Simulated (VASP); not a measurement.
A run of VASP 6.6.1 is set up as follows.

Contents of INCAR:

```
ALGO = Fast ; EDIFF = 1E-7
ENCUT = 520 ; GGA = PE
ISIF = 2 ; ISMEAR = 0
LASPH = T ; LCHARG = F
LREAL = F ; LWAVE = F
NBANDS = 20 ; NELM = 100
PREC = Accurate ; SIGMA = 0.1
```

KPOINTS

```
k-points
0
Gamma
  8 8 8
```

The input POSCAR:

```
NaLi5
1.0
    4.6192984255      0.0000000000      0.0000000000
    0.0000000000      5.6569707878      2.3197999033
    0.0000000000     -5.6569707878      2.3197999033
Na Li
1 5
Direct
    0.0000000000      0.0833305180      0.0833305180
    0.0000000000      0.4109571767      0.7557010469
    0.0000000000      0.7557010469      0.4109571767
    0.5000000000      0.5832968559      0.5832968559
    0.5000000000      0.2606665338      0.9058944012
    0.5000000000      0.9058944012      0.2606665338
```

Potentials or basis: VASP PAW PBE potentials, release 64 (Na_pv, Li_sv).

Run with:

```console
$ cat potpaw_PBE.64/Na_pv/POTCAR potpaw_PBE.64/Li_sv/POTCAR > POTCAR
$ mpirun -np 1 vasp_std > vasp.out
```

Estimate the band gap on the k mesh.

zero (bands 11 and 12 overlap by 2.29 eV).

Forces in eV/Å, atoms in the order of the input:
```
Na   0.000  0.000  0.000
Li   0.000  0.002  0.000
Li   0.000 -0.002  0.000
Li   0.000  0.000  0.000
Li   0.000 -0.002  0.000
Li   0.000  0.002  0.000
```
